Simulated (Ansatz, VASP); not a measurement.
# TaAs3: VASP beside Ansatz

```
CELL_PARAMETERS angstrom
4.44599 0.00000 0.00000
0.00000 5.11344 0.00000
0.00000 0.00000 6.58049
ATOMIC_POSITIONS crystal
Ta 0.00000 0.00000 0.73566
Ta 0.50000 0.50000 0.26434
As 0.00000 0.24013 0.13725
As 0.00000 0.75987 0.13725
As 0.50000 0.74013 0.86275
As 0.50000 0.25987 0.86275
As 0.50000 0.00000 0.45404
As 0.00000 0.50000 0.54596
```

Alike in both runs: functional PBE; k mesh 8 × 8 × 6; occupations gaussian, width 0.1 eV; no spin polarisation.

Ansatz relaxed the structure, and its values are those at the end. VASP's run is a single point on that final structure, the one shown.

|  | VASP | Ansatz |
| --- | --- | --- |
| version | VASP 6.6.1 | Ansatz 0.2.0 |
| potentials or method | VASP PAW PBE potentials, release 64 (Ta_pv, As), cutoff 520 eV | scalar-relativistic, plane waves, PAW |
| valence electrons in the cell | 52 | 116 |

|  | VASP | Ansatz | Ansatz less VASP |
| --- | --- | --- | --- |
| gap on the k mesh at the Fermi level (eV) | none | none | - |
| pressure (GPa) | 0.3 | 0.0 | -0.26 |
| rms of the force components (eV/Å) | 0.007 | 0.001 | -0.0064 |

A gap of «none» marks a metal or a gap that the smearing closes. The functional is the same, so the differences come from potentials, cutoffs and numerics. VASP's potentials hold 52 valence electrons a cell and Ansatz's 116, so a difference there can come from the potentials and not from the codes.

Spin-orbit coupling is off throughout.
